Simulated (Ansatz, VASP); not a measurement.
**Zr2C3 in VASP and in Ansatz**

```
Zr C
1.0
     2.88927    1.66812    4.94250
    -2.88927    1.66812    4.94250
     0.00000   -3.33624    4.94250
Zr C
4 6
Direct
  0.85807 0.85807 0.85807
  0.64193 0.64193 0.64193
  0.14193 0.14193 0.14193
  0.35807 0.35807 0.35807
  0.03061 0.46939 0.75000
  0.75000 0.03061 0.46939
  0.46939 0.75000 0.03061
  0.96939 0.53061 0.25000
  0.25000 0.96939 0.53061
  0.53061 0.25000 0.96939
```

Alike in both runs: functional PBE; k mesh 6 × 6 × 6; occupations gaussian, width 0.1 eV; no spin polarisation.

Ansatz relaxed the structure, and its values are those at the end. VASP's run is a single point on that final structure, the one shown.

|  | VASP | Ansatz |
| --- | --- | --- |
| version | VASP 6.6.1 | Ansatz 0.2.0 |
| potentials or method | VASP PAW PBE potentials, release 64 (Zr_sv, C), cutoff 520 eV | scalar-relativistic, plane waves, PAW |
| valence electrons in the cell | 72 | 72 |

|  | VASP | Ansatz | Ansatz less VASP |
| --- | --- | --- | --- |
| gap on the k mesh at the Fermi level (eV) | none | none | - |
| pressure (GPa) | 0.2 | 0.0 | -0.17 |

A gap of «none» marks a metal or a gap that the smearing closes. The functional is the same, so the differences come from potentials, cutoffs and numerics.
